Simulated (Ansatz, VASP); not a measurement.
# TaN in VASP and in Ansatz

INCAR

```
PREC     = Accurate       # precision mode
ENCUT    = 520            # plane-wave cutoff, eV
EDIFF    = 1E-8           # SCF threshold, eV
ISMEAR   = -1             # smearing method
SIGMA    = 0.01           # smearing width, eV
LREAL    = False          # projectors in reciprocal space
LASPH    = True           # aspherical terms in the spheres
NELM     = 120            # most SCF steps
ALGO     = Normal         # electronic algorithm
ISIF     = 2              # what is computed and relaxed
LWAVE    = False          # write WAVECAR
LCHARG   = False          # write CHGCAR
GGA      = PE             # functional
LEFG     = True         
NBANDS   = 24             # bands
GGA_COMPAT= False
```

KPOINTS

```
regular mesh
0
Gamma
  9 9 5
```

Contents of POSCAR:

```
TaN
1.0
    3.0480019786      0.0000000000      0.0000000000
   -1.5240009893      2.6396471442      0.0000000000
    0.0000000000      0.0000000000      5.0163600000
Ta N
2 2
Direct
    0.0000000000      0.0000000000      0.0000000000
    0.0000000000      0.0000000000      0.5000000000
    0.3333333333      0.6666666667      0.2500000000
    0.6666666667      0.3333333333      0.7500000000
```

Input for Ansatz:

```yaml
crystal:
  lattice:
    - [3.0480019786, 0.0, 0.0]
    - [-1.5240009893, 2.6396471442, 0.0]
    - [0.0, 0.0, 5.01636]
  atoms:
    - { symbol: Ta, position: [0.0, 0.0, 0.0] }
    - { symbol: Ta, position: [0.0, 0.0, 0.5] }
    - { symbol: "N", position: [0.3333333333, 0.6666666667, 0.25] }
    - { symbol: "N", position: [0.6666666667, 0.3333333333, 0.75] }
kpoints:
  mp_grid: { grid: [9, 9, 5] }
scf:
  occupations: { method: fermi_dirac, width: 0.01 }
hamiltonian:
  xc: pbe
  pseudopotentials: { kind: all_electron, datasets: crystal }
output:
  forces: true
  stress: true
  eigenvalues: true
  efg: { contact_densities: true }
```

Change from the starting cell: zz strain of +2 %, crystal datasets.

Alike in both runs: task electric field gradients; functional PBE; k mesh 9 × 9 × 5; occupations fermi-dirac, width 0.01 eV; no spin polarisation.

|  | VASP | Ansatz |
| --- | --- | --- |
| version | VASP 6.6.1 | Ansatz 0.2.0 |
| potentials or method | VASP PAW PBE potentials, release 64 (Ta_pv, N), cutoff 520 eV | all-electron PAW with datasets made for the crystal, scalar-relativistic |

```tsv
	VASP	Ansatz	Ansatz less VASP
pressure (GPa)	48.2	46.6	-1.58
traceless stress, the component that is largest in VASP (GPa)	54.17	53.67	-0.506
size of Vzz on the site where it differs most (V/Å²)	187.8	211.6	+23.82
```

Both programs put the cell under a high pressure, so it lies far from rest at this level. Ansatz ran all-electron here, and VASP with PAW potentials.

Spin-orbit coupling is off throughout.
